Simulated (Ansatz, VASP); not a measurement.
**Ge: VASP beside Ansatz**

```
Ge
1.0
     2.82891    2.82891    0.00000
    -2.82891    2.82891    0.00000
     0.00000    2.82891    2.82891
Ge
2
Cartesian
  0.0000 2.8289 0.0000
  1.4145 4.2434 1.4145
```

Alike in both runs: task relaxation of cell and atoms; functional r2SCAN; k mesh 12 × 12 × 12; occupations fermi-dirac, width 0.1 eV; no spin polarisation.

|  | VASP | Ansatz |
| --- | --- | --- |
| version | VASP 6.6.1 | Ansatz 0.2.0 |
| potentials or method | VASP PAW PBE potentials, release 64 (Ge_d) | PAW with Ansatz's default frozen-core files, scalar-relativistic |
| plane-wave cutoff (eV) | 600 | 500 |
| valence electrons in the cell | 28 | 28 |

```csv
,VASP,Ansatz,Ansatz less VASP
relaxed volume (Å³/atom),22.89,22.85,-0.038
relaxed cell length with the largest relative difference (Å),4.015,4.013,-0.0022
```

VASP's potentials were made for PBE, not for r2SCAN.
